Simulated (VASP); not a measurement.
# SrO (Pm-3m) in VASP: notebook

SrO is run at these levels: PBE, PBE-based screened hybrid; tasks: single point.

Everything below comes from runs of VASP 6.6.1. Logs are shortened: lines on timing, memory, paths and dates and some standing lists are left out, and cuts for length are marked.

## 1. The cell of the first run

Symmetry: Pm-3m, No. 221, cubic system. Conventional cell: a = 3.103 Å, b = 3.103 Å, c = 3.103 Å, α = 90.00°, β = 90.00°, γ = 90.00°. Sr (site symmetry m-3m) has 8 O at 2.69 Å and 6 Sr at 3.10 Å within 3.5 Å. Within 3.5 Å of O (site symmetry m-3m) lie 8 Sr at 2.69 Å and 6 O at 3.10 Å.

## 2. Single point, PBE

File INCAR:

```
SYSTEM = SrO
PREC = Accurate
ENCUT = 600
EDIFF = 1E-6
ISMEAR = 0
SIGMA = 0.01
LREAL = .False.
LASPH = .True.
NELM = 120
ALGO = Normal
ISIF = 2
LWAVE = .False.
LCHARG = .True.
GGA = PE
LELF = .True.
LVHAR = .True.
NBANDS = 15
GGA_COMPAT = .False.
```

File KPOINTS:

```
Automatic mesh
0
Gamma
  3 3 3
  0 0 0
```

File POSCAR:

```
SrO
1.0
    3.1028650671      0.0000000000      0.0000000000
    0.0000000000      3.1028650671      0.0000000000
    0.0000000000      0.0000000000      3.1028650671
Sr O
1 1
Direct
    0.0000000000      0.0000000000      0.0000000000
    0.5000000000      0.5000000000      0.5000000000
```

Potentials or basis: VASP PAW PBE potentials, release 64 (Sr_sv, O).

The run is started by

```sh
> cat potpaw_PBE.64/Sr_sv/POTCAR potpaw_PBE.64/O/POTCAR > POTCAR
> mpirun -np 1 vasp_std > vasp.out
```

OUTCAR:

```text
SYSTEM = SrO
   PREC = Accurate
   ENCUT = 600
   EDIFF = 1E-6
   ISMEAR = 0
   LREAL = .False.
   LASPH = .True.
   NELM = 120
   ISIF = 2
   GGA = PE

 ion  position               nearest neighbor table
   1  0.000  0.000  0.000-   2 2.69   2 2.69   2 2.69   2 2.69   2 2.69   2 2.69   2 2.69   2 2.69

   2  0.500  0.500  0.500-   1 2.69   1 2.69   1 2.69   1 2.69   1 2.69   1 2.69   1 2.69   1 2.69

  LATTYP: Found a simple cubic cell.
 ALAT       =     3.1028650671

  Lattice vectors:

 A1 = (   3.1028650671,   0.0000000000,   0.0000000000)
 A2 = (   0.0000000000,   3.1028650671,   0.0000000000)
 A3 = (   0.0000000000,   0.0000000000,   3.1028650671)

Analysis of symmetry for initial positions (statically):
=====================================================================
 Subroutine PRICEL returns:
 Original cell was already a primitive cell.

 Routine SETGRP: Setting up the symmetry group for a
 simple cubic supercell.

 Subroutine GETGRP returns: Found 48 space group operations
 (whereof 48 operations were pure point group operations)
 out of a pool of 48 trial point group operations.

The static configuration has the point symmetry O_h .

Analysis of symmetry for dynamics (positions and initial velocities):
=====================================================================
 Subroutine PRICEL returns:
 Original cell was already a primitive cell.

 Routine SETGRP: Setting up the symmetry group for a
 simple cubic supercell.

 Subroutine GETGRP returns: Found 48 space group operations
 (whereof 48 operations were pure point group operations)
 out of a pool of 48 trial point group operations.

The dynamic configuration has the point symmetry O_h .

 Subroutine INISYM returns: Found 48 space group operations
 (whereof 48 operations are pure point group operations),
 and found     1 'primitive' translations

----------------------------------------------------------------------------------------

                                     Primitive cell

  volume of cell :      29.8737

  direct lattice vectors                    reciprocal lattice vectors
     3.102865067  0.000000000  0.000000000     0.322282787  0.000000000  0.000000000
     0.000000000  3.102865067  0.000000000     0.000000000  0.322282787  0.000000000
     0.000000000  0.000000000  3.102865067     0.000000000  0.000000000  0.322282787

  length of vectors
     3.102865067  3.102865067  3.102865067     0.322282787  0.322282787  0.322282787

  position of ions in fractional coordinates (direct lattice)
     0.000000000  0.000000000  0.000000000
     0.500000000  0.500000000  0.500000000

  ion indices of the primitive-cell ions
   primitive index   ion index
                 1           1
                 2           2

----------------------------------------------------------------------------------------

 KPOINTS: Automatic mesh

Automatic generation of k-mesh.
 Grid dimensions read from file:
 generate k-points for:    3    3    3

 Generating k-lattice:

  Cartesian coordinates                     Fractional coordinates (reciprocal lattice)
     0.107427596  0.000000000  0.000000000     0.333333333  0.000000000  0.000000000
     0.000000000  0.107427596  0.000000000     0.000000000  0.333333333  0.000000000
     0.000000000  0.000000000  0.107427596     0.000000000  0.000000000  0.333333333

  Length of vectors
     0.107427596  0.107427596  0.107427596

  Shift w.r.t. Gamma in fractional coordinates (k-lattice)
     0.000000000  0.000000000  0.000000000

 Subroutine IBZKPT returns following result:
 ===========================================

 Found      4 irreducible k-points:

 Following reciprocal coordinates:
            Coordinates               Weight
  0.000000  0.000000  0.000000      1.000000
  0.333333  0.000000  0.000000      6.000000
  0.333333  0.333333  0.000000     12.000000
  0.333333  0.333333  0.333333      8.000000
   k-points           NKPTS =      4   k-points in BZ     NKDIM =      4   number of bands    NBANDS=     15
   number of dos      NEDOS =    301   number of ions     NIONS =      2
   total plane-waves  NPLWV =  21952
   dimension x,y,z NGX =    28 NGY =   28 NGZ =   28
   dimension x,y,z NGXF=    56 NGYF=   56 NGZF=   56
   ions per type =               1   1
   NGX,Y,Z   is equivalent  to a cutoff of  15.00, 15.00, 15.00 a.u.
   NGXF,Y,Z  is equivalent  to a cutoff of  30.00, 30.00, 30.00 a.u.
 SYSTEM =  SrO
   PREC   = accura    normal or accurate (medium, high low for compatibility)
   ISTART =      0    job   : 0-new  1-cont  2-samecut
   ICHARG =      2    charge: 1-file 2-atom 10-const
   ISPIN  =      1    spin polarized calculation?
   LNONCOLLINEAR =      F non collinear calculations
   LSORBIT =      F    spin-orbit coupling
   LASPH  =      T    aspherical Exc in radial PAW
   ENCUT  =  600.0 eV  44.10 Ry    6.64 a.u.   6.20  6.20  6.20*2*pi/ulx,y,z
   NELM   =    120;   NELMIN=  2; NELMDL= -5     # of ELM steps
   EDIFF  = 0.1E-05   stopping-criterion for ELM
   LREAL  =      F    real-space projection
   EDIFFG = 0.1E-04   stopping-criterion for IOM
   NSW    =      0    number of steps for IOM
   IBRION =     -1    ionic relax: 0-MD 1-quasi-New 2-CG
   NFREE  =      0    steps in history (QN), initial steepest desc. (CG)
   ISIF   =      2    stress and relaxation
   ISYM   =      2    0-nonsym 1-usesym 2-fastsym
   POTIM  = 0.5000    time-step for ionic-motion
   TEBEG  =    0.0;   TEEND  =   0.0 temperature during run
   PSTRESS=    0.0 pullay stress
   NELECT =      16.0000    total number of electrons
   NUPDOWN=      -1.0000    fix difference up-down
   EMIN   =  10.00;   EMAX   =-10.00  energy-range for DOS
   EFERMI =   0.00;   METHOD = LEGACY
   ISMEAR =     0;   SIGMA  =   0.01  broadening in eV -4-tet -1-fermi 0-gaus
   EFERMI_NEDOS =   21; number of points for ismear=-14 and -15
   IALGO  =     38    algorithm
   IMIX   =      4    mixing-type and parameters
     AMIX     =   0.40;   BMIX     =  1.00
     AMIX_MAG =   1.60;   BMIX_MAG =  1.00
  volume/ion in A,a.u.               =      14.94       100.80
  Fermi-wavevector in a.u.,A,eV,Ry     =   1.329491  2.512373 24.048913  1.767545
  Thomas-Fermi vector in A             =   2.458649
   LORBIT       =      0    0 simple, 1 ext, 2 COOP (PROOUT), +10 PAW based schemes
   GGA     = PE    functional components
   LHFCALC =     F    Hartree Fock is set to
   AEXX    =    0.0000 exact exchange contribution
   IVDW    =     0    specifies the selected vdW correction
   LEPSILON=     F    determine dielectric tensor
   LRPA    =     F    only Hartree local field effects (RPA)
 non-spin polarized calculation
 Gauss-broadening in eV      SIGMA  =   0.01
  energy-cutoff  :      600.00
  volume of cell :       29.87
 maximum number of plane-waves:      1021
 NGX is ok and might be reduce to    28
   NGX = 13   NGY = 13   NGZ = 13

 number of electron      16.0000001 magnetization

 Free energy of the ion-electron system (eV)
  ---------------------------------------------------
  ext. energy  EPLUGINS =         0.00000000
  ---------------------------------------------------
  free energy    TOTEN  =       -11.17366287 eV

  energy without entropy =      -11.17366287  energy(sigma->0) =      -11.17366287

 E-fermi :   3.1618     XC(G=0): -10.8188

 val. band max:        3.1121577351   @ k =   0.0000   0.0000   0.0000
 cond. band min:       5.8786777454   @ k =   0.0000   0.0000   0.0000
 fundamental gap:      2.7665200103
 Fermi energy:         3.1618153277

 k-point     1 :       0.0000    0.0000    0.0000
  band No.  band energies     occupation
      1     -30.7529      2.00000
      2     -12.5213      2.00000
      3     -11.9372      2.00000
      4     -11.9372      2.00000
      5     -11.9372      2.00000
      6       3.1122      2.00000
      7       3.1122      2.00000
      8       3.1122      2.00000
      9       5.8787      0.00000
     10       5.8787      0.00000
     11       7.8599      0.00000
     12      13.6814      0.00000
     13      13.6814      0.00000
     14      13.6814      0.00000
     15      22.7544      0.00000

 k-point     2 :       0.3333    0.0000    0.0000
  band No.  band energies     occupation
      1     -30.5854      2.00000
      2     -14.2714      2.00000
      3     -11.7835      2.00000
      4     -11.7835      2.00000
      5     -10.9355      2.00000
      6       0.7438      2.00000
      7       2.6662      2.00000
      8       2.6662      2.00000
      9       6.6825      0.00000
     10       9.5360      0.00000
     11      11.4433      0.00000
     12      12.6892      0.00000
     13      12.6892      0.00000
     14      14.0967      0.00000
     15      16.8846      0.00000

 k-point     3 :       0.3333    0.3333    0.0000
  band No.  band energies     occupation
      1     -30.4296      2.00000
      2     -13.7931      2.00000
      3     -13.0506      2.00000
      4     -11.6554      2.00000
      5     -11.3171      2.00000
      6       1.3737      2.00000
      7       2.1196      2.00000
      8       2.9106      2.00000
      9       7.6907      0.00000
     10       8.9776      0.00000
     11      11.2892      0.00000
     12      11.9211      0.00000
     13      12.0909      0.00000
     14      14.4644      0.00000
     15      19.1844      0.00000

 k-point     4 :       0.3333    0.3333    0.3333
  band No.  band energies     occupation
      1     -30.2819      2.00000
      2     -13.2965      2.00000
      3     -12.8222      2.00000
      4     -12.8222      2.00000
      5     -11.5772      2.00000
      6       1.0313      2.00000
      7       1.0313      2.00000
      8       1.7729      2.00000
      9       9.8291      0.00000
     10      11.2566      0.00000
     11      11.2566      0.00000
     12      11.9866      0.00000
     13      11.9866      0.00000
     14      14.2628      0.00000
     15      21.4854      0.00000

------------------------ aborting loop because EDIFF is reached ----------------------------------------

  FORCE on cell =-STRESS in cart. coord.  units (eV):
  Direction    XX          YY          ZZ          XY          YZ          ZX
  --------------------------------------------------------------------------------------
  -------------------------------------------------------------------------------------
  Total        0.6431235      0.6431235      0.6431235     -0.0000000      0.0000000     -0.0000000
  in kB       34.4918368     34.4918368     34.4918368     -0.0000000      0.0000000     -0.0000000
  external PRESSURE =      34.4918368 kB  Pullay stress =       0.0000000 kB

 VOLUME and BASIS-vectors are now :
 -----------------------------------------------------------------------------
  energy-cutoff  :      600.00
  volume of cell :       29.87
      direct lattice vectors                 reciprocal lattice vectors
     3.102865067  0.000000000  0.000000000     0.322282787  0.000000000  0.000000000
     0.000000000  3.102865067  0.000000000     0.000000000  0.322282787  0.000000000
     0.000000000  0.000000000  3.102865067     0.000000000  0.000000000  0.322282787

 POSITION                                       TOTAL-FORCE (eV/Angst)
 -----------------------------------------------------------------------------------
      0.00000      0.00000      0.00000         0.000000      0.000000      0.000000
      1.55143      1.55143      1.55143         0.000000      0.000000      0.000000
 -----------------------------------------------------------------------------------
    total drift:                                0.000000      0.000000      0.000000

  FREE ENERGIE OF THE ION-ELECTRON SYSTEM (eV)
  ---------------------------------------------------
  free  energy   TOTEN  =       -11.1736628680 eV

  energy  without entropy=      -11.1736628680  energy(sigma->0) =      -11.17366287
```

It took 8.2 s on 1 thread of AMD EPYC 7R13, shared host; peak memory 0.12 GiB.

Results:

```
Free energy            : -11.1737 eV
Pressure               : 3.4 GPa
Band gap on the k mesh : 2.77 eV, direct
```

Caveat: the k points lie up to 0.67 Å⁻¹ apart.

## 3. Single point, PBE

File INCAR:

```
SYSTEM = SrO
PREC = Accurate
ENCUT = 600
EDIFF = 1E-6
ISMEAR = -1
SIGMA = 0.2
LREAL = .FALSE.
LASPH = .TRUE.
NELM = 120
ALGO = Normal
ISIF = 2
LWAVE = .FALSE.
LCHARG = .FALSE.
GGA = PE
NBANDS = 15
GGA_COMPAT = .FALSE.
```

File KPOINTS:

```
Automatic mesh
0
G
  6 6 6
  0 0 0
```

POSCAR is that of step 2.

Potentials or basis: VASP PAW PBE potentials, release 64 (Sr_sv, O).

The run is started by

```sh
> cat potpaw_PBE.64/Sr_sv/POTCAR potpaw_PBE.64/O/POTCAR > POTCAR
> mpirun -np 1 vasp_std > vasp.out
```

It took 17 s on 1 thread of AMD EPYC 7R13, shared host; peak memory 0.13 GiB.

The run converged. Its results:

```yaml
Free_energy: -11.2121 eV
Pressure: 3.5 GPa
Band_gap_on_the_k_mesh: 2.75 eV, indirect (least direct gap 2.81 eV)
```

Levels at points of the mesh, in eV from the valence-band top:
```tsv
k point	band 5	band 6	band 7	band 8	band 9	band 10	band 11	band 12
(0.00, 0.00, 0.00)	-15.06	-0.06	-0.06	-0.06	2.75	2.75	4.71	10.56
(0.50, 0.00, 0.00)	-13.91	-2.98	-0.66	-0.66	3.90	7.40	9.35	9.35
(0.50, 0.50, 0.00)	-14.69	-1.22	-1.22	0.00	4.18	4.58	7.58	7.58
(0.50, 0.50, 0.50)	-14.98	-2.97	-2.97	-2.97	8.32	8.32	8.32	13.31
```

A k mesh can miss the band edges.

(Part 1 of 2 ends here.)
